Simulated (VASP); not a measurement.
Wanted: the native input for a VASP 6.6.1 run.

| Quantity | Value |
| --- | --- |
| Task | relaxation of cell and atoms |
| Functional | PBE |
| Potentials or basis | VASP PAW PBE potentials, release 64 (Ca_sv, S) |
| Cutoff | 600 eV |
| k mesh | 8 × 8 × 8 |
| Occupations | gaussian, width 0.1 eV |
| Spin | no spin polarisation |
| Dipole correction | no |
| Further INCAR settings | ALGO = Normal; EDIFF = 1e-07; IBRION = 2; EDIFFG = -0.01; NSW = 100; ISIF = 3 |

The structure of Ca2S lies in POSCAR:

```
Ca2S
1.0
    0.0000000000      4.5276305965      4.5276305965
    4.5276305965      0.0000000000      4.5276305965
    4.5276305965      4.5276305965      0.0000000000
Ca S
4 2
Direct
    0.6250000000      0.6250000000      0.6250000000
    0.1250000000      0.6250000000      0.6250000000
    0.6250000000      0.6250000000      0.1250000000
    0.6250000000      0.1250000000      0.6250000000
    0.0000000000      0.0000000000      0.0000000000
    0.2500000000      0.2500000000      0.2500000000
```

One way to write it, as run:

INCAR

```
PREC = Accurate
ENCUT = 600
EDIFF = 1E-7
ISMEAR = 0
SIGMA = 0.1
LREAL = False
LASPH = True
NELM = 60
ALGO = Normal
ISIF = 3
LWAVE = False
LCHARG = False
GGA = PE
IBRION = 2
NSW = 100
EDIFFG = -0.01
```

KPOINTS

```
Automatic mesh
0
Gamma
  8 8 8
```

Potentials or basis: VASP PAW PBE potentials, release 64 (Ca_sv, S).

The run is started by

```console
$ cat potpaw_PBE.64/Ca_sv/POTCAR potpaw_PBE.64/S/POTCAR > POTCAR
$ mpirun -np 1 vasp_std > vasp.out
```

Results of the run:

| Item | Value |
| --- | --- |
| Relaxed volume | 30.99 Å³/atom |
| Relaxed cell | a = 6.406 Å, b = 6.406 Å, c = 6.406 Å, α = 60.00°, β = 60.00°, γ = 60.00° |
| Space group after relaxing (to 0.1 Å) | Fd-3m (No. 227) |
| Energy gained by relaxing | 0.0 meV/atom |
| Ionic steps | 2 |
| Pressure after relaxing | 0.0 GPa |
| Band gap on the k mesh | zero (bands 26 and 27 overlap by 0.23 eV) |

Caveat: semilocal functionals underestimate gaps, and a narrow one can read as zero.

Wall time 4.2 min on 1 thread of Intel(R) Xeon(R) 6975P-C (Granite Rapids) (shared host), peak memory 0.51 GiB.
